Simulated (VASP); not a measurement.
# P4C (Cmmm) in VASP: notebook

P4C is run at these levels: PBE; tasks: single point, relaxation of cell and atoms.

All numbers are computed with VASP 6.6.1; they aren't measurements. Logs are shortened: lines on timing, memory, paths and dates and some standing lists are left out, and cuts for length are marked.

### 1 The cell of the first run

It takes space group Cmmm (No. 65, orthorhombic). Conventional cell: a = 6.879 Å, b = 10.173 Å, c = 2.723 Å, α = 90.00°, β = 90.00°, γ = 90.00°. Within 2.6 Å of P (site symmetry 2mm) lie 2 C at 1.87 Å and 1 P at 2.58 Å. Within 2.8 Å of P (site symmetry m2m) lie 7 P at 2.14 to 2.76 Å. C (site symmetry mmm) has 4 P at 1.87 Å within 2.5 Å.

The cell was generated, and may not be a known phase.

### 2 Single point, PBE

Input file INCAR:

```
SYSTEM = P4C
ALGO     = Normal         ! electronic algorithm
EDIFF    = 1E-6           ! SCF threshold, eV
ENCUT    = 520            ! plane-wave cutoff, eV
GGA      = PE             ! functional
ISIF     = 2              ! what is computed and relaxed
ISMEAR   = 0              ! smearing method
LASPH    = .True.         ! aspherical terms in the spheres
LCHARG   = .False.        ! write CHGCAR
LREAL    = .False.        ! projectors in reciprocal space
LWAVE    = .False.        ! write WAVECAR
NBANDS   = 20             ! bands
NELM     = 100            ! most SCF steps
PREC     = Accurate       ! precision mode
SIGMA    = 0.1            ! smearing width, eV
```

Input file KPOINTS:

```
k-points
0
Gamma
  8 8 12
  0 0 0
```

Input file POSCAR:

```
P4C
1.0
    3.4395779804     -5.0867306498      0.0000000000
    3.4395779804      5.0867306498      0.0000000000
    0.0000000000      0.0000000000      2.7228018596
P C
4 1
Direct
    0.8127164735      0.8127164735      0.5000000000
    0.1872835265      0.1872835265      0.5000000000
    0.6052030407      0.3947969593      0.0000000000
    0.3947969593      0.6052030407      0.0000000000
    0.0000000000      0.0000000000      0.0000000000
```

Potentials or basis: VASP PAW PBE potentials, release 64 (P, C).

Run with:

```sh
$ cat potpaw_PBE.64/P/POTCAR potpaw_PBE.64/C/POTCAR > POTCAR
$ mpirun -np 1 vasp_std > vasp.out
```

OUTCAR:

```text
SYSTEM = P4C
   EDIFF = 1E-6
   ENCUT = 520
   GGA = PE
   ISIF = 2
   ISMEAR = 0
   LASPH = .True.
   LREAL = .False.
   NELM = 100
   PREC = Accurate

 ion  position               nearest neighbor table
   1  0.813  0.813  0.500-   5 1.87   5 1.87   2 2.58   3 2.76   3 2.76   4 2.76   4 2.76
   2  0.187  0.187  0.500-   5 1.87   5 1.87   1 2.58   3 2.76   3 2.76   4 2.76   4 2.76
   3  0.605  0.395  0.000-   4 2.14   2 2.76   1 2.76   1 2.76   2 2.76
   4  0.395  0.605  0.000-   3 2.14   2 2.76   1 2.76   1 2.76   2 2.76
   5  0.000  0.000  0.000-   1 1.87   2 1.87   1 1.87   2 1.87

  LATTYP: Found a base centered orthorhombic cell.
 ALAT       =     6.8791559608
 B/A-ratio  =     1.4788821997
 C/A-ratio  =     0.3958046416

  Lattice vectors:

 A1 = (   3.4395779804,  -5.0867306498,   0.0000000000)
 A2 = (   3.4395779804,   5.0867306498,   0.0000000000)
 A3 = (   0.0000000000,   0.0000000000,   2.7228018596)

Analysis of symmetry for initial positions (statically):
=====================================================================
 Subroutine PRICEL returns:
 Original cell was already a primitive cell.

 Routine SETGRP: Setting up the symmetry group for a
 base centered orthorhombic supercell.

 Subroutine GETGRP returns: Found  8 space group operations
 (whereof  8 operations were pure point group operations)
 out of a pool of  8 trial point group operations.

The static configuration has the point symmetry D_2h.

Analysis of symmetry for dynamics (positions and initial velocities):
=====================================================================
 Subroutine PRICEL returns:
 Original cell was already a primitive cell.

 Routine SETGRP: Setting up the symmetry group for a
 base centered orthorhombic supercell.

 Subroutine GETGRP returns: Found  8 space group operations
 (whereof  8 operations were pure point group operations)
 out of a pool of  8 trial point group operations.

The dynamic configuration has the point symmetry D_2h.

 Subroutine INISYM returns: Found  8 space group operations
 (whereof  8 operations are pure point group operations),
 and found     1 'primitive' translations

----------------------------------------------------------------------------------------

                                     Primitive cell

  volume of cell :      95.2774

  direct lattice vectors                    reciprocal lattice vectors
[... 87 lines left out ...]
   ISPIN  =      1    spin polarized calculation?
   LNONCOLLINEAR =      F non collinear calculations
   LSORBIT =      F    spin-orbit coupling
   LASPH  =      T    aspherical Exc in radial PAW
   ENCUT  =  520.0 eV  38.22 Ry    6.18 a.u.  11.42 11.42  5.06*2*pi/ulx,y,z
   NELM   =    100;   NELMIN=  2; NELMDL= -5     # of ELM steps
   EDIFF  = 0.1E-05   stopping-criterion for ELM
   LREAL  =      F    real-space projection
[... 7 lines left out ...]
   TEBEG  =    0.0;   TEEND  =   0.0 temperature during run
   PSTRESS=    0.0 pullay stress
   NELECT =      24.0000    total number of electrons
   NUPDOWN=      -1.0000    fix difference up-down
   EMIN   =  10.00;   EMAX   =-10.00  energy-range for DOS
   EFERMI =   0.00;   METHOD = LEGACY
   ISMEAR =     0;   SIGMA  =   0.10  broadening in eV -4-tet -1-fermi 0-gaus
   EFERMI_NEDOS =   21; number of points for ismear=-14 and -15
   IALGO  =     38    algorithm
   IMIX   =      4    mixing-type and parameters
     AMIX     =   0.40;   BMIX     =  1.00
     AMIX_MAG =   1.60;   BMIX_MAG =  1.00
  volume/ion in A,a.u.               =      19.06       128.59
  Fermi-wavevector in a.u.,A,eV,Ry     =   1.033908  1.953803 14.544165  1.068966
  Thomas-Fermi vector in A             =   2.168178
   LORBIT       =      0    0 simple, 1 ext, 2 COOP (PROOUT), +10 PAW based schemes
   GGA     = PE    functional components
   LHFCALC =     F    Hartree Fock is set to
   AEXX    =    0.0000 exact exchange contribution
   IVDW    =     0    specifies the selected vdW correction
   LEPSILON=     F    determine dielectric tensor
   LRPA    =     F    only Hartree local field effects (RPA)
 non-spin polarized calculation
 Gauss-broadening in eV      SIGMA  =   0.10
  energy-cutoff  :      520.00
  volume of cell :       95.28
 maximum number of plane-waves:      2592
 NGX is ok and might be reduce to    48
   NGX = 23   NGY = 23   NGZ = 11

 number of electron      23.9999995 magnetization

 Free energy of the ion-electron system (eV)
  ---------------------------------------------------
  ext. energy  EPLUGINS =         0.00000000
  ---------------------------------------------------
  free energy    TOTEN  =       -26.46208456 eV

  energy without entropy =      -26.45926946  energy(sigma->0) =      -26.46067701

 E-fermi :   5.0609     XC(G=0):  -9.1293

 val. band max:        5.0352286388   @ k =   0.2500   0.1250   0.2500
 cond. band min:       5.0736151310   @ k =   0.5000   0.5000   0.5000
 fundamental gap:      0.0383864922
 Fermi energy:         5.0609487053

 k-point     1 :       0.0000    0.0000    0.0000
  band No.  band energies     occupation
      1     -12.2096      2.00000
      2      -9.1917      2.00000
      3      -7.8915      2.00000
      4      -4.7703      2.00000
      5      -0.5528      2.00000
      6      -0.5527      2.00000
[... 541 lines left out ...]
     19      10.6551      0.00000
     20      11.2408      0.00000

 [... further k-points ...]

------------------------ aborting loop because EDIFF is reached ----------------------------------------

  FORCE on cell =-STRESS in cart. coord.  units (eV):
  Direction    XX          YY          ZZ          XY          YZ          ZX
  --------------------------------------------------------------------------------------
  -------------------------------------------------------------------------------------
  Total       -0.2003084     -0.1512915     -0.1252538      0.0000000      0.0000000      0.0000000
  in kB       -3.3683695     -2.5441053     -2.1062587      0.0000000      0.0000000      0.0000000
  external PRESSURE =      -2.6729111 kB  Pullay stress =       0.0000000 kB

 VOLUME and BASIS-vectors are now :
 -----------------------------------------------------------------------------
  energy-cutoff  :      520.00
  volume of cell :       95.28
      direct lattice vectors                 reciprocal lattice vectors
     3.439577980 -5.086730650  0.000000000     0.145366671 -0.098294963  0.000000000
     3.439577980  5.086730650  0.000000000     0.145366671  0.098294963  0.000000000
     0.000000000  0.000000000  2.722801860     0.000000000  0.000000000  0.367268737

 POSITION                                       TOTAL-FORCE (eV/Angst)
 -----------------------------------------------------------------------------------
      5.59080      0.00000      1.36140         0.067971      0.000000      0.000000
      1.28835      0.00000      1.36140        -0.067971      0.000000      0.000000
      3.43958     -1.07028      0.00000         0.000000      0.069766      0.000000
      3.43958      1.07028      0.00000         0.000000     -0.069766      0.000000
      0.00000      0.00000      0.00000         0.000000      0.000000      0.000000
 -----------------------------------------------------------------------------------
    total drift:                               -0.000000      0.000000      0.000000

  FREE ENERGIE OF THE ION-ELECTRON SYSTEM (eV)
  ---------------------------------------------------
  free  energy   TOTEN  =       -26.4620845612 eV

  energy  without entropy=      -26.4592694642  energy(sigma->0) =      -26.46067701
```

OSZICAR:

```text
N       E                     dE             d eps       ncg     rms          rms(c)
DAV:   1     0.836693064471E+02    0.83669E+02   -0.10166E+04  5880   0.103E+03
DAV:   2    -0.211945281362E+02   -0.10486E+03   -0.10139E+03  7792   0.172E+02
DAV:   3    -0.277046384330E+02   -0.65101E+01   -0.64231E+01  7532   0.426E+01
DAV:   4    -0.278287383849E+02   -0.12410E+00   -0.12377E+00  7868   0.674E+00
DAV:   5    -0.278313403515E+02   -0.26020E-02   -0.26016E-02  7596   0.946E-01    0.130E+01
DAV:   6    -0.264524913727E+02    0.13788E+01   -0.46044E+00  7168   0.117E+01    0.644E+00
DAV:   7    -0.264675073389E+02   -0.15016E-01   -0.99983E-01  6780   0.516E+00    0.359E+00
DAV:   8    -0.264623853239E+02    0.51220E-02   -0.95766E-02  7680   0.159E+00    0.756E-01
DAV:   9    -0.264614635543E+02    0.92177E-03   -0.89886E-03  7948   0.583E-01    0.175E-01
DAV:  10    -0.264619117540E+02   -0.44820E-03   -0.25630E-03  6700   0.270E-01    0.726E-02
DAV:  11    -0.264620378967E+02   -0.12614E-03   -0.24153E-04  7032   0.873E-02    0.216E-02
DAV:  12    -0.264620758504E+02   -0.37954E-04   -0.48537E-05  6572   0.407E-02    0.138E-02
DAV:  13    -0.264620828972E+02   -0.70468E-05   -0.92710E-06  7496   0.172E-02    0.607E-03
DAV:  14    -0.264620844827E+02   -0.15855E-05   -0.24737E-06  6316   0.931E-03    0.103E-03
DAV:  15    -0.264620845612E+02   -0.78500E-07   -0.16915E-07  3920   0.269E-03
   1 F= -.26462085E+02 E0= -.26460677E+02  d E =-.281510E-02
```

It took 2.3 min on 1 thread of AMD EPYC 9R45 (Zen 5), shared host; peak memory 0.32 GiB.

What came out:

* Free energy: -26.4621 eV
* Pressure: -0.3 GPa
* Largest force: 0.070 eV/Å
* Band gap on the k mesh: zero (bands 12 and 13 overlap by 3.93 eV)

Forces in eV/Å, atoms in the order of the input:
```
P    0.068  0.000  0.000
P   -0.068  0.000  0.000
P    0.000  0.070  0.000
P    0.000 -0.070  0.000
C    0.000  0.000  0.000
```

### 3 Single point, PBE

This run uses another cell than the first one, of 18.85 Å³/atom.

Input file INCAR:

```
SYSTEM = P4C
ALGO = Normal ; EDIFF = 1E-7
ENCUT = 520 ; GGA = PE
ISIF = 2 ; ISMEAR = 0
LASPH = .TRUE. ; LCHARG = .FALSE.
LREAL = .FALSE. ; LWAVE = .FALSE.
NBANDS = 20 ; NELM = 80
PREC = Accurate ; SIGMA = 0.1
```

Input file KPOINTS:

```
k-points
0
G
  8 8 14
  0 0 0
```

Input file POSCAR:

```
P4C
1.0
    3.3840356856     -5.0740282257      0.0000000000
    3.3840356856      5.0740282257      0.0000000000
    0.0000000000      0.0000000000      2.7445373595
P C
4 1
Direct
    0.8094492743      0.8094492743      0.5000000000
    0.1905507257      0.1905507257      0.5000000000
    0.6060447648      0.3939552352      0.0000000000
    0.3939552352      0.6060447648      0.0000000000
    0.0000000000      0.0000000000      0.0000000000
```

Potentials or basis: VASP PAW PBE potentials, release 64 (P, C).

Run with:

```sh
$ cat potpaw_PBE.64/P/POTCAR potpaw_PBE.64/C/POTCAR > POTCAR
$ mpirun -np 1 vasp_std > vasp.out
```

It took 2.7 min on 1 thread of AMD EPYC 9R45 (Zen 5), shared host; peak memory 0.35 GiB.

Results (log left out):

```
Free energy            : -26.4553 eV
Pressure               : -0.3 GPa
Largest force          : 0.063 eV/Å
Band gap on the k mesh : zero (bands 12 and 13 overlap by 3.96 eV)
```

Forces on the atoms (eV/Å):
```
P    0.061  0.000  0.000
P   -0.061  0.000  0.000
P    0.000  0.063  0.000
P    0.000 -0.063  0.000
C    0.000  0.000  0.000
```

Levels at points of the mesh, in eV from the Fermi level:
```csv
k point,band 8,band 9,band 10,band 11,band 12,band 13,band 14,band 15,band 16,band 17
"(0.00, 0.00, 0.00)",-4.26,-4.09,-3.58,2.15,2.31,2.72,3.05,3.42,3.44,4.51
"(0.50, 0.00, 0.00)",-3.57,-1.58,-1.26,-0.83,1.10,1.73,1.73,3.74,4.95,5.47
"(0.50, 0.50, 0.00)",-3.71,-3.58,-3.55,1.66,2.13,2.32,2.43,3.25,3.38,3.40
"(0.00, 0.00, 0.50)",-3.68,-2.14,-2.09,-1.63,-0.94,-0.48,-0.30,0.06,0.82,0.98
"(0.50, 0.00, 0.50)",-4.67,-4.07,-3.73,-2.25,-1.54,-1.50,1.05,1.60,3.01,4.45
"(0.50, 0.50, 0.50)",-4.03,-2.21,-1.73,-1.48,-1.01,-0.10,0.02,0.60,0.83,1.00
```

(Continued in part 2 of 2.)

The gap in the log of VASP goes by the Fermi energy; the results here count the filled bands.